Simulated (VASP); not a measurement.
# Ag in VASP: further runs

Runs on Ag. Level: PBEsol. Tasks: electric field gradients.

Everything below comes from runs of VASP 6.6.1. Logs are shortened: lines on timing, memory, paths and dates and some standing lists are left out, and cuts for length are marked.

**1. The cell of the first run**

It takes space group I4/mmm (No. 139, tetragonal). The conventional cell has a = 2.947 Å, b = 2.947 Å, c = 4.086 Å, α = 90.00°, β = 90.00°, γ = 90.00°. Ag (site symmetry 4/mmm) has 12 Ag at 2.92 to 2.95 Å within 3.8 Å.

**2. Electric field gradients, PBEsol (equal xx and yy strain of +2 %)**

Input file INCAR:

```
ALGO = Normal
EDIFF = 1E-8
ENCUT = 520
GGA = PS
ISIF = 2
ISMEAR = -1
LASPH = True
LCHARG = False
LEFG = True
LREAL = False
LWAVE = False
NBANDS = 12
NELM = 100
PREC = Accurate
SIGMA = 0.03
```

Input file KPOINTS:

```
k-points
0
Gamma
  15 15 15
```

Input file POSCAR:

```
Ag
1.0
    0.0000000000      2.0839620000      2.0431000000
    2.0839620000      0.0000000000      2.0431000000
    2.0839620000      2.0839620000      0.0000000000
Ag
1
Direct
    0.0000000000      0.0000000000      0.0000000000
```

Potentials or basis: VASP PAW PBE potentials, release 64 (Ag).

Launch:

```sh
$ cat potpaw_PBE.64/Ag/POTCAR > POTCAR
$ mpirun -np 1 vasp_std > vasp.out
```

OUTCAR:

```text
EDIFF = 1E-8
   ENCUT = 520
   GGA = PS
   ISIF = 2
   ISMEAR = -1
   LASPH = True
   LREAL = False
   NELM = 100
   PREC = Accurate

 ion  position               nearest neighbor table
   1  0.000  0.000  0.000-

  LATTYP: Found a body centered tetragonal cell.
 ALAT       =     2.9471673239
 C/A-ratio  =     1.3864838847

  Lattice vectors:

 A1 = (   0.0000000000,  -2.0839620000,  -2.0431000000)
 A2 = (   0.0000000000,   2.0839620000,  -2.0431000000)
 A3 = (   2.0839620000,   0.0000000000,   2.0431000000)

Analysis of symmetry for initial positions (statically):
=====================================================================
 Subroutine PRICEL returns:
 Original cell was already a primitive cell.

 Routine SETGRP: Setting up the symmetry group for a
 body centered tetragonal supercell.

 Subroutine GETGRP returns: Found 16 space group operations
 (whereof 16 operations were pure point group operations)
 out of a pool of 16 trial point group operations.

The static configuration has the point symmetry D_4h.

Analysis of symmetry for dynamics (positions and initial velocities):
=====================================================================
 Subroutine PRICEL returns:
 Original cell was already a primitive cell.

 Routine SETGRP: Setting up the symmetry group for a
 body centered tetragonal supercell.

 Subroutine GETGRP returns: Found 16 space group operations
 (whereof 16 operations were pure point group operations)
 out of a pool of 16 trial point group operations.

The dynamic configuration has the point symmetry D_4h.

 Subroutine INISYM returns: Found 16 space group operations
 (whereof 16 operations are pure point group operations),
 and found     1 'primitive' translations

----------------------------------------------------------------------------------------

                                     Primitive cell

  volume of cell :      17.7459

  direct lattice vectors                    reciprocal lattice vectors
     0.000000000  2.083962000  2.043100000    -0.239927599  0.239927599  0.244726151
     2.083962000  0.000000000  2.043100000     0.239927599 -0.239927599  0.244726151
     2.083962000  2.083962000  0.000000000     0.239927599  0.239927599 -0.244726151

  length of vectors
     2.918416562  2.918416562  2.947167324     0.418355585  0.418355585  0.418355585

  position of ions in fractional coordinates (direct lattice)
     0.000000000  0.000000000  0.000000000

  ion indices of the primitive-cell ions
   primitive index   ion index
                 1           1

----------------------------------------------------------------------------------------

 KPOINTS: k-points

Automatic generation of k-mesh.
 Grid dimensions read from file:
 generate k-points for:   15   15   15

 Generating k-lattice:

  Cartesian coordinates                     Fractional coordinates (reciprocal lattice)
    -0.015995173  0.015995173  0.016315077     0.066666667  0.000000000  0.000000000
     0.015995173 -0.015995173  0.016315077     0.000000000  0.066666667  0.000000000
     0.015995173  0.015995173 -0.016315077    -0.000000000 -0.000000000  0.066666667

  Length of vectors
     0.027890372  0.027890372  0.027890372

  Shift w.r.t. Gamma in fractional coordinates (k-lattice)
     0.000000000  0.000000000  0.000000000

 Subroutine IBZKPT returns following result:
 ===========================================

 Found    288 irreducible k-points:

 Following reciprocal coordinates:
            Coordinates               Weight
  0.000000  0.000000  0.000000      1.000000
  0.066667  0.000000  0.000000      8.000000
  0.133333  0.000000  0.000000      8.000000
  0.200000  0.000000  0.000000      8.000000
  0.266667  0.000000  0.000000      8.000000
  0.333333  0.000000  0.000000      8.000000
[... 16 lines left out ...]
  0.133333  0.133333  0.000000      2.000000
  0.200000  0.133333  0.000000      8.000000
 [... further k-points ...]
   k-points           NKPTS =    288   k-points in BZ     NKDIM =    288   number of bands    NBANDS=     12
   number of dos      NEDOS =    301   number of ions     NIONS =      1
   total plane-waves  NPLWV =  13824
   dimension x,y,z NGX =    24 NGY =   24 NGZ =   24
   dimension x,y,z NGXF=    48 NGYF=   48 NGZF=   48
   ions per type =               1
   NGX,Y,Z   is equivalent  to a cutoff of  13.67, 13.67, 13.54 a.u.
   NGXF,Y,Z  is equivalent  to a cutoff of  27.34, 27.34, 27.08 a.u.
 SYSTEM =  unknown system
   PREC   = accura    normal or accurate (medium, high low for compatibility)
   ISTART =      0    job   : 0-new  1-cont  2-samecut
   ICHARG =      2    charge: 1-file 2-atom 10-const
   ISPIN  =      1    spin polarized calculation?
   LNONCOLLINEAR =      F non collinear calculations
   LSORBIT =      F    spin-orbit coupling
   LASPH  =      T    aspherical Exc in radial PAW
   ENCUT  =  520.0 eV  38.22 Ry    6.18 a.u.   5.43  5.43  5.48*2*pi/ulx,y,z
   NELM   =    100;   NELMIN=  2; NELMDL= -5     # of ELM steps
   EDIFF  = 0.1E-07   stopping-criterion for ELM
   LREAL  =      F    real-space projection
   EDIFFG = 0.1E-06   stopping-criterion for IOM
   NSW    =      0    number of steps for IOM
   IBRION =     -1    ionic relax: 0-MD 1-quasi-New 2-CG
   NFREE  =      0    steps in history (QN), initial steepest desc. (CG)
   ISIF   =      2    stress and relaxation
   ISYM   =      2    0-nonsym 1-usesym 2-fastsym
   POTIM  = 0.5000    time-step for ionic-motion
   TEBEG  =    0.0;   TEEND  =   0.0 temperature during run
   PSTRESS=    0.0 pullay stress
   NELECT =      11.0000    total number of electrons
   NUPDOWN=      -1.0000    fix difference up-down
   EMIN   =  10.00;   EMAX   =-10.00  energy-range for DOS
   EFERMI =   0.00;   METHOD = LEGACY
   ISMEAR =    -1;   SIGMA  =   0.03  broadening in eV -4-tet -1-fermi 0-gaus
   EFERMI_NEDOS =   21; number of points for ismear=-14 and -15
   IALGO  =     38    algorithm
   IMIX   =      4    mixing-type and parameters
     AMIX     =   0.40;   BMIX     =  1.00
     AMIX_MAG =   1.60;   BMIX_MAG =  1.00
  volume/ion in A,a.u.               =      17.75       119.76
  Fermi-wavevector in a.u.,A,eV,Ry     =   1.395852  2.637777 26.509623  1.948402
  Thomas-Fermi vector in A             =   2.519263
   LORBIT       =      0    0 simple, 1 ext, 2 COOP (PROOUT), +10 PAW based schemes
   GGA     = PS    functional components
   LHFCALC =     F    Hartree Fock is set to
   AEXX    =    0.0000 exact exchange contribution
   IVDW    =     0    specifies the selected vdW correction
   LEPSILON=     F    determine dielectric tensor
   LRPA    =     F    only Hartree local field effects (RPA)
 non-spin polarized calculation
  energy-cutoff  :      520.00
  volume of cell :       17.75
 maximum number of plane-waves:       515
 NGX is ok and might be reduce to    24
   NGX = 11   NGY = 11   NGZ = 11

 number of electron      10.9999998 magnetization

 Free energy of the ion-electron system (eV)
  ---------------------------------------------------
  ext. energy  EPLUGINS =         0.00000000
  ---------------------------------------------------
  free energy    TOTEN  =        -3.28228563 eV

  energy without entropy =       -3.28109181  energy(sigma->0) =       -3.28168872

 E-fermi :   7.7981     XC(G=0): -12.1756

 val. band max:        7.7977703297   @ k =   0.4667   0.0000   0.2667
 cond. band min:       7.8222900640   @ k =  -0.3333  -0.0000   0.2000
 fundamental gap:      0.0245197343
 Fermi energy:         7.7980561342

 k-point     1 :       0.0000    0.0000    0.0000
  band No.  band energies     occupation
      1       0.1492      2.00000
      2       3.0172      2.00000
      3       3.0172      2.00000
      4       3.1355      2.00000
      5       3.9700      2.00000
      6       4.0881      2.00000
      7      23.5874      0.00000
      8      26.8424      0.00000
      9      26.8424      0.00000
     10      27.0711      0.00000
     11      31.6419      0.00000
     12      32.3762      0.00000

 k-point     2 :       0.0667    0.0000    0.0000
  band No.  band energies     occupation
      1       0.2837      2.00000
      2       3.0049      2.00000
      3       3.0535      2.00000
      4       3.1541      2.00000
      5       3.9590      2.00000
      6       4.0724      2.00000
      7      23.5841      0.00000
      8      25.7854      0.00000
      9      26.8813      0.00000
     10      27.0344      0.00000
     11      31.5008      0.00000
     12      32.3585      0.00000

 k-point     3 :       0.1333    0.0000    0.0000
  band No.  band energies     occupation
      1       0.6653      2.00000
      2       2.9609      2.00000
      3       3.1390      2.00000
      4       3.2273      2.00000
      5       3.9487      2.00000
      6       4.0454      2.00000
      7      22.7263      0.00000
      8      24.5231      0.00000
      9      26.9509      0.00000
     10      27.0945      0.00000
     11      30.4753      0.00000
     12      31.7571      0.00000
[... 286 lines left out ...]
 k-point    23 :       0.1333    0.1333    0.0000
  band No.  band energies     occupation
      1       0.8584      2.00000
      2       2.8642      2.00000
      3       3.2692      2.00000
      4       3.2692      2.00000
      5       3.8559      2.00000
      6       4.0923      2.00000
      7      23.6967      0.00000
      8      25.0024      0.00000
      9      25.0024      0.00000
     10      25.1081      0.00000
     11      31.2398      0.00000
     12      32.3209      0.00000

 k-point    24 :       0.2000    0.1333    0.0000
  band No.  band energies     occupation
      1       1.2786      2.00000
      2       2.7400      2.00000
      3       3.3832      2.00000
      4       3.3874      2.00000
      5       3.8403      2.00000
      6       4.1673      2.00000
      7      22.3555      0.00000
      8      24.0409      0.00000
      9      24.2324      0.00000
     10      25.9203      0.00000
     11      29.5036      0.00000
     12      32.3832      0.00000

 [... further k-points ...]

------------------------ aborting loop because EDIFF is reached ----------------------------------------

  FORCE on cell =-STRESS in cart. coord.  units (eV):
  Direction    XX          YY          ZZ          XY          YZ          ZX
  --------------------------------------------------------------------------------------
  -------------------------------------------------------------------------------------
  Total       -0.7145414     -0.7145414     -0.7350459      0.0000000     -0.0000000      0.0000000
  in kB      -64.5117375    -64.5117375    -66.3629715      0.0000000     -0.0000000      0.0000000
  external PRESSURE =     -65.1288155 kB  Pullay stress =       0.0000000 kB

 VOLUME and BASIS-vectors are now :
 -----------------------------------------------------------------------------
  energy-cutoff  :      520.00
  volume of cell :       17.75
      direct lattice vectors                 reciprocal lattice vectors
     0.000000000  2.083962000  2.043100000    -0.239927599  0.239927599  0.244726151
     2.083962000  0.000000000  2.043100000     0.239927599 -0.239927599  0.244726151
     2.083962000  2.083962000  0.000000000     0.239927599  0.239927599 -0.244726151

 POSITION                                       TOTAL-FORCE (eV/Angst)
 -----------------------------------------------------------------------------------
      0.00000      0.00000      0.00000         0.000000      0.000000      0.000000
 -----------------------------------------------------------------------------------
    total drift:                               -0.000000      0.000000      0.000000

  FREE ENERGIE OF THE ION-ELECTRON SYSTEM (eV)
  ---------------------------------------------------
  free  energy   TOTEN  =        -3.2822856318 eV

  energy  without entropy=       -3.2810918115  energy(sigma->0) =       -3.28168872

 Electric field gradients (V/A^2)
---------------------------------------------------------------------
 ion       V_xx      V_yy      V_zz      V_xy      V_xz      V_yz
---------------------------------------------------------------------
   1      -1.117    -1.117     2.234     0.000     0.001     0.001
---------------------------------------------------------------------

 Electric field gradients after diagonalization (V/A^2)
 (convention: |V_zz| > |V_xx| > |V_yy|)
----------------------------------------------------------------------
 ion       V_xx      V_yy      V_zz     asymmetry (V_yy - V_xx)/ V_zz
----------------------------------------------------------------------
   1      -1.117    -1.117     2.234       0.000
----------------------------------------------------------------------

           NMR quadrupolar parameters

 Cq : quadrupolar parameter    Cq=e*Q*V_zz/h
 eta: asymmetry parameters     (V_yy - V_xx)/ V_zz
 Q  : nuclear electric quadrupole moment in mb (millibarn)
----------------------------------------------------------------------
 ion       Cq(MHz)       eta       Q (mb)
----------------------------------------------------------------------
   1       0.005       0.000       1.000
----------------------------------------------------------------------
```

It took 38 s on 1 thread of Intel Xeon Platinum 8375C at 2.90GHz (Ice Lake), shared host; peak memory 0.18 GiB.

Results:

```yaml
Free_energy: -3.2823 eV
Pressure: -6.5 GPa
```

Levels at points of the mesh, in eV from the Fermi level:
```
           k point  band 4  band 5  band 6  band 7  band 8  band 9
(0.00, 0.00, 0.00)   -4.66   -3.83   -3.71   15.79   19.04   19.04
```

Electric field gradients, principal values (V/Å²):
```
atom   least  middle  greatest (by size)
1 Ag  -1.117  -1.117               2.234
```

Caveat: the cell differs from its parent crystal (equal xx and yy strain of +2 %); without QUAD_EFG the Cq values of the log hold for a quadrupole moment of 1 mb, not for the nuclei; the PAW data sets were made with another functional, which shifts forces and pressure a little.

(Part 1 of 2 ends here.)
